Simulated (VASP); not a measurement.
SnSe: single point with PBE

Crystal: SnSe.

```
Sn Se
1.0
     3.67963    0.00000    0.00000
     0.00000    3.67963    0.00000
     0.00000    0.00000    3.67963
Sn Se
1 1
Direct
  0.50000 0.50000 0.50000
  0.00000 0.00000 0.00000
```

| Item | Value |
| --- | --- |
| Program | VASP 6.6.1 |
| Task | single point |
| Functional | PBE |
| Potentials or basis | VASP PAW PBE potentials, release 64 (Sn_d, Se) |
| Cutoff | 520 eV |
| k mesh | 6 × 6 × 6 |
| Occupations | gaussian, width 0.1 eV |
| Spin | no spin polarisation |

```yaml
Pressure: 0.1 GPa
Band_gap_on_the_k_mesh: zero (band 10 reaches 6.53 eV, above the bottom of band 11 at 5.14 eV)
```

Levels at points of the mesh, in eV from the Fermi level:
```
           k point  band 7  band 8  band 9  band 10  band 11  band 12  band 13  band 14
(0.00, 0.00, 0.00)   -5.68   -1.78   -1.78    -1.78     4.48     4.48     6.10     6.10
(0.50, 0.00, 0.00)   -8.26   -0.51   -0.51    -0.02     0.48     3.17     3.17     6.48
(0.50, 0.50, 0.00)   -6.00   -4.88   -4.88    -0.09     4.16     4.16     4.79     6.54
(0.50, 0.50, 0.50)   -4.45   -2.89   -2.89    -2.89    -0.99    -0.99    -0.99    14.01
```

Run time: 16 s on 1 thread of Intel(R) Xeon(R) Platinum 8175M CPU @ 2.50GHz (Skylake/Cascade Lake), with other jobs on the host, peak memory 0.16 GiB.

Caveat: spin-orbit coupling is left out, which moves the levels of the heavy elements.
